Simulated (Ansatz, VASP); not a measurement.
# Two plane-wave programs on BiW

```xyz
2
Lattice="3.3725 0.0000 0.0000 -1.6862 2.9207 0.0000 0.0000 0.0000 4.2825" Properties=species:S:1:pos:R:3 pbc="T T T"
Bi    1.6862    0.9736    0.0000
W     0.0000    0.0000    2.1412
```

Alike in both runs: task relaxation of cell and atoms; functional PBE; k mesh 18 × 18 × 14; occupations gaussian, width 0.1 eV; no spin polarisation.

|  | VASP | Ansatz |
| --- | --- | --- |
| version | VASP 6.6.1 | Ansatz 0.2.0 |
| potentials or method | VASP PAW PBE potentials, release 64 (Bi_d, W_sv), cutoff 600 eV | scalar-relativistic, plane waves, PAW |
| valence electrons in the cell | 29 | 29 |

```csv
,VASP,Ansatz,Ansatz less VASP
"gap on the k mesh at the Fermi level, each at its own relaxed structure (eV)",none,none,-
relaxed volume (Å³/atom),21.10,21.08,-0.024
relaxed cell length with the largest relative difference (Å),4.299,4.297,-0.0027
```

A gap of «none» marks a metal or a gap that the smearing closes.

Spin-orbit coupling is off throughout.
